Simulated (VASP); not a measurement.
Here is a VASP 6.6.1 calculation.

INCAR

```
SYSTEM = BaF2
PREC     = Accurate       ! precision mode
ENCUT    = 600            ! plane-wave cutoff, eV
EDIFF    = 1E-7           ! SCF threshold, eV
ISMEAR   = 0              ! smearing method
SIGMA    = 0.02           ! smearing width, eV
LREAL    = .False.        ! projectors in reciprocal space
LASPH    = .True.         ! aspherical terms in the spheres
NELM     = 120            ! most SCF steps
ALGO     = Normal         ! electronic algorithm
ISIF     = 3              ! what is computed and relaxed
LWAVE    = .False.        ! write WAVECAR
LCHARG   = .False.        ! write CHGCAR
GGA      = PS             ! functional
IBRION   = 2              ! ionic algorithm
NSW      = 100            ! ionic steps
EDIFFG   = -0.005         ! ionic threshold
GGA_COMPAT= .False.      
NELMIN   = 4
```

Contents of KPOINTS:

```
regular mesh
0
Gamma
  6 6 6
  0 0 0
```

Contents of POSCAR:

```
BaF2
1.0
    0.0000000000      3.1000500000      3.1000500000
    3.1000500000      0.0000000000      3.1000500000
    3.1000500000      3.1000500000      0.0000000000
Ba F
1 2
Direct
    0.0000000000      0.0000000000      0.0000000000
    0.2500000000      0.2500000000      0.2500000000
    0.7500000000      0.7500000000      0.7500000000
```

Potentials or basis: VASP PAW PBE potentials, release 64 (Ba_sv, F).

Command:

```bash
$ cat potpaw_PBE.64/Ba_sv/POTCAR potpaw_PBE.64/F/POTCAR > POTCAR
$ mpirun -np 1 vasp_std > vasp.out
```

Q: Estimate the relaxed volume.

A: 19.63 Å³/atom.

Q: Predict the relaxed cell.

A: a = 4.367 Å, b = 4.367 Å, c = 4.367 Å, α = 60.00°, β = 60.00°, γ = 60.00°.

Q: Estimate the band gap on the k mesh.

A: 6.69 eV (least direct gap 6.76 eV).

Q: Predict the space group after relaxing (to 0.1 Å).

A: Fm-3m (No. 225).

The path:
| step | energy change (eV) | largest force (eV/Å) | pressure (GPa) | volume (Å³) |
| --- | --- | --- | --- | --- |
| 1 | 0.0000 | 0.0000 | -0.69 | 59.58 |
| 2 | -0.0015 | 0.0000 | 0.04 | 58.85 |
| 3 | -0.0015 | 0.0000 | 0.00 | 58.89 |

Caveat: the PAW data sets were made with another functional, which shifts forces and pressure a little; spin-orbit coupling is left out, which moves the levels of the heavy elements. A hybrid or GW would open this gap; PBEsol tends to underestimate it.
